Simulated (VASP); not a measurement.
A run of VASP 6.6.1 is set up as follows.

INCAR

```
ALGO = Normal
EDIFF = 1E-6
ENCUT = 520
GGA = PE
ISIF = 2
ISMEAR = 0
LASPH = T
LCHARG = F
LREAL = F
LWAVE = F
NBANDS = 24
NELM = 60
PREC = Accurate
SIGMA = 0.02
```

KPOINTS

```
k-points
0
Gamma
  6 6 4
```

The input POSCAR:

```
KF
1.0
    2.5883672986      2.5883672986      0.0000000000
   -2.5883672986      2.5883672986      0.0000000000
    0.0000000000      0.0000000000      5.5525313415
K F
2 2
Direct
    0.0000000000      0.0000000000      0.0000000000
    0.5000000000      0.5000000000      0.5000000000
    0.5000000000      0.5000000000      0.0000000000
    0.0000000000      0.0000000000      0.5000000000
```

Potentials or basis: VASP PAW PBE potentials, release 64 (K_sv, F).

The run is started by

```bash
$ cat potpaw_PBE.64/K_sv/POTCAR potpaw_PBE.64/F/POTCAR > POTCAR
$ mpirun -np 1 vasp_std > vasp.out
```

Question: Predict the band gap on the k mesh.

Answer: 6.23 eV.

Question: Predict the pressure.

Answer: 2.9 GPa.

Stress tensor (GPa, compression positive):
```
 4.29  0.00  0.00
 0.00  4.29  0.00
 0.00  0.00 -0.03
```
